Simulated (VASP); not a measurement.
Set up this calculation in VASP 6.6.1, as the native input.

```
Task                   : single point
Functional             : PBEsol
Potentials or basis    : VASP PAW PBE potentials, release 64 (Sn_d, O)
Cutoff                 : 520 eV
k mesh                 : 8 × 8 × 8
Occupations            : fermi-dirac, width 0.02 eV
Spin                   : no spin polarisation
Dipole correction      : no
Further INCAR settings : ALGO = Normal; EDIFF = 1e-07; NBANDS = 20
```

The structure of SnO2 lies in POSCAR:

```
SnO2
1.0
    0.0000000000      2.5421658042      2.5421658042
    2.5421658042      0.0000000000      2.5421658042
    2.5421658042      2.5421658042      0.0000000000
Sn O
1 2
Direct
    0.0000000000      0.0000000000      0.0000000000
    0.2500000000      0.2500000000      0.2500000000
    0.7500000000      0.7500000000      0.7500000000
```

The input as run:

INCAR

```
SYSTEM = SnO2
PREC = Accurate
ENCUT = 520
EDIFF = 1E-7
ISMEAR = -1
SIGMA = 0.02
LREAL = .FALSE.
LASPH = .TRUE.
NELM = 80
ALGO = Normal
ISIF = 2
LWAVE = .FALSE.
LCHARG = .FALSE.
GGA = PS
NBANDS = 20
```

KPOINTS

```
Automatic mesh
0
G
  8 8 8
  0 0 0
```

Potentials or basis: VASP PAW PBE potentials, release 64 (Sn_d, O).

Launch:

```console
$ cat potpaw_PBE.64/Sn_d/POTCAR potpaw_PBE.64/O/POTCAR > POTCAR
$ mpirun -np 1 vasp_std > vasp.out
```

It gave:

| Quantity | Value |
| --- | --- |
| Pressure | 0.6 GPa |
| Band gap on the k mesh | 0.10 eV, indirect (least direct gap 1.50 eV) |

Caveat: the PAW data sets were made with another functional, which shifts forces and pressure a little; spin-orbit coupling is left out, which moves the levels of the heavy elements.

It took 10 s on 1 thread of Intel(R) Xeon(R) 6975P-C (Granite Rapids) (shared host), peak memory 0.16 GiB.
